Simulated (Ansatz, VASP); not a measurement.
**Two plane-wave programs on SiB6**

The input INCAR:

```
PREC     = Accurate       # precision mode
ENCUT    = 600            # plane-wave cutoff, eV
EDIFF    = 1E-7           # SCF threshold, eV
ISMEAR   = 0              # smearing method
SIGMA    = 0.1            # smearing width, eV
LREAL    = False          # projectors in reciprocal space
LASPH    = True           # aspherical terms in the spheres
NELM     = 100            # most SCF steps
ALGO     = Normal         # electronic algorithm
ISIF     = 3              # what is computed and relaxed
LWAVE    = False          # write WAVECAR
LCHARG   = False          # write CHGCAR
GGA      = PE             # functional
IBRION   = 2              # ionic algorithm
NSW      = 90             # ionic steps
EDIFFG   = -0.04          # ionic threshold
```

The input KPOINTS:

```
Automatic mesh
0
Gamma
  4 6 6
```

File POSCAR:

```
SiB6
1.0
    5.5069649100      0.0000000000      0.0000000000
    0.0000000000      3.3831396000      1.6689105300
    0.0000000000     -3.3831396000      1.6689105300
Si B
1 6
Direct
    0.5000000000      0.2938227000      0.2938227000
    0.7859971300      0.5824084400      0.5824084400
    0.2140028700      0.5824084400      0.5824084400
    0.5000000000      0.7098660300      0.2988046600
    0.5000000000      0.2988046600      0.7098660300
    0.0000000000      0.3444922500      0.6834073000
    0.0000000000      0.6834073000      0.3444922500
```

Input for Ansatz:

```yaml
crystal:
  lattice:
    - [5.50696491, 0.0, 0.0]
    - [0.0, 3.3831396, 1.66891053]
    - [0.0, -3.3831396, 1.66891053]
  atoms:
    - { symbol: Si, position: [0.5, 0.2938227, 0.2938227] }
    - { symbol: B, position: [0.78599713, 0.58240844, 0.58240844] }
    - { symbol: B, position: [0.21400287, 0.58240844, 0.58240844] }
    - { symbol: B, position: [0.5, 0.70986603, 0.29880466] }
    - { symbol: B, position: [0.5, 0.29880466, 0.70986603] }
    - { symbol: B, position: [0.0, 0.34449225, 0.6834073] }
    - { symbol: B, position: [0.0, 0.6834073, 0.34449225] }
basis:
  ecutwfc: 420
kpoints:
  mp_grid: { grid: [4, 6, 6] }
hamiltonian:
  xc: pbe
scf:
  occupations: { method: gaussian, width: 0.1 }
  lower_state_search: "off"
output:
  forces: true
  stress: true
  eigenvalues: true
relax:
  adjacent_minimum: "off"
  f_tol: 0.04
  max_steps: 70
  cell: { stress_tol: 0.4 }
```

Alike in both runs: task relaxation of cell and atoms; functional PBE; k mesh 4 × 6 × 6; occupations gaussian, width 0.1 eV; no spin polarisation.

|  | VASP | Ansatz |
| --- | --- | --- |
| version | VASP 6.6.1 | Ansatz 0.2.0 |
| potentials or method | VASP PAW PBE potentials, release 64 (Si, B), cutoff 600 eV | scalar-relativistic, plane waves, PAW |
| valence electrons in the cell | 22 | 22 |

```csv
,VASP,Ansatz,Ansatz less VASP
"gap on the k mesh at the Fermi level, each at its own relaxed structure (eV)",none,none,-
relaxed volume (Å³/atom),8.58,8.59,+0.007
relaxed length of the cell vector where the two differ most in proportion (Å),5.715,5.708,-0.0062
```

A gap of «none» marks a metal or a gap that the smearing closes.
